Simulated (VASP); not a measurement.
The system is Ga3As4Se.

```
Ga As Se
1.0
     5.50363    0.00000    0.00000
     0.00000    5.50363    0.00000
     0.00000    0.00000    6.29881
Ga As Se
3 4 1
Cartesian
  0.0000 2.7518 0.0000
  2.7518 0.0000 0.0000
  2.7518 2.7518 3.1494
  0.0000 0.0000 2.0304
  0.0000 0.0000 4.2684
  0.0000 2.7518 3.1494
  2.7518 0.0000 3.1494
  2.7518 2.7518 0.0000
```

The cell was built from a structure type or drawn by symmetry, and may not be a known phase.

* Program: VASP 6.6.1
* Task: relaxation of cell and atoms
* Functional: PBE
* Potentials or basis: VASP PAW PBE potentials, release 64 (Ga_d, As, Se)
* Cutoff: 600 eV
* k mesh: 3 × 3 × 3
* Occupations: gaussian, width 0.2 eV
* Spin: no spin polarisation

At the start: pressure -2.7 GPa; volume 23.85 Å³/atom.

Problem. Where does the relaxation end?

Solution. Over 9 steps the energy falls by 113.3 meV/atom and the volume is 20.85 Å³/atom (-12.6 %); space group P4/mmm (No. 123, to 0.1 Å) before and after.

The path:
| step | energy change (eV) | largest force (eV/Å) | pressure (GPa) | volume (Å³) |
| --- | --- | --- | --- | --- |
| 1 | 0.0000 | 3.6117 | -2.65 | 190.79 |
| 2 | -0.6886 | 0.1119 | -2.94 | 179.94 |
| 3 | -0.6900 | 0.1954 | -2.79 | 178.87 |
| 4 | -0.8232 | 0.1401 | 0.47 | 167.27 |
| 5 | -0.8238 | 0.1638 | 0.76 | 166.49 |
| 6 | -0.8890 | 0.1621 | 0.53 | 165.64 |
| 7 | -0.9033 | 0.1742 | 0.50 | 164.98 |
| 8 | -0.9033 | 0.1755 | 0.50 | 164.94 |
| 9 | -0.9061 | 0.0049 | -0.27 | 166.78 |

Final structure:
```
Ga As Se
1.0
     5.28690    0.00000    0.00000
     0.00000    5.28690    0.00000
     0.00000    0.00000    5.96687
Ga As Se
3 4 1
Cartesian
  0.0000 2.6434 0.0000
  2.6434 0.0000 0.0000
  2.6434 2.6434 2.9834
  0.0000 0.0000 1.6927
  5.2869 0.0000 4.2742
  0.0000 2.6434 2.9834
  2.6434 0.0000 2.9834
  2.6434 2.6434 0.0000
```

Caveat: the k points lie up to 0.40 Å⁻¹ apart in the final cell, too coarse for converged energies and pressures of a metal.
